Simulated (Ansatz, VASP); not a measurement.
# GeOs2 in VASP and in Ansatz

INCAR

```
SYSTEM = GeOs2
PREC = Accurate
ENCUT = 520
EDIFF = 1E-7
ISMEAR = 0
SIGMA = 0.05
LREAL = .FALSE.
LASPH = .TRUE.
NELM = 60
ALGO = Normal
ISIF = 2
LWAVE = .FALSE.
LCHARG = .TRUE.
GGA = PS
LELF = .TRUE.
LVHAR = .TRUE.
NBANDS = 22
```

Contents of KPOINTS:

```
regular mesh
0
G
  10 10 10
  0 0 0
```

Contents of POSCAR:

```
GeOs2
1.0
    0.0000000000      2.9031639517      2.9031639517
    2.9031639517      0.0000000000      2.9031639517
    2.9031639517      2.9031639517      0.0000000000
Os Ge
2 1
Direct
    0.2500000000      0.2500000000      0.2500000000
    0.7500000000      0.7500000000      0.7500000000
    0.0000000000      0.0000000000      0.0000000000
```

Input for Ansatz:

```yaml
crystal:
  lattice:
    - [0.0, 2.9031639517, 2.9031639517]
    - [2.9031639517, 0.0, 2.9031639517]
    - [2.9031639517, 2.9031639517, 0.0]
  atoms:
    - { symbol: Os, position: [0.25, 0.25, 0.25] }
    - { symbol: Os, position: [0.75, 0.75, 0.75] }
    - { symbol: Ge, position: [0.0, 0.0, 0.0] }
basis:
  ecutwfc: 420
  ecutrho_ratio: 4
kpoints:
  mp_grid: { grid: [10, 10, 10] }
hamiltonian:
  xc: pbesol
scf:
  occupations: { method: gaussian, width: 0.05 }
output:
  forces: true
  stress: true
  eigenvalues: true
```

Alike in both runs: task single point; functional PBEsol; k mesh 10 × 10 × 10; occupations gaussian, width 0.05 eV; no spin polarisation.

|  | VASP | Ansatz |
| --- | --- | --- |
| version | VASP 6.6.1 | Ansatz 0.2.0 |
| potentials or method | VASP PAW PBE potentials, release 64 (Os, Ge_d), cutoff 520 eV | scalar-relativistic, plane waves, PAW |
| valence electrons in the cell | 30 | 46 |

```tsv
	VASP	Ansatz	Ansatz less VASP
gap on the k mesh at the Fermi level (eV)	none	none	-
pressure (GPa)	-8.8	-9.2	-0.49
```

VASP's potentials were made for PBE, not for PBEsol. A gap of «none» marks a metal or a gap that the smearing closes. The functional is the same, so the differences come from potentials, cutoffs and numerics. VASP's potentials hold 30 valence electrons a cell and Ansatz's 46, so a difference there can come from the potentials and not from the codes.

Neither program's run includes spin-orbit coupling.
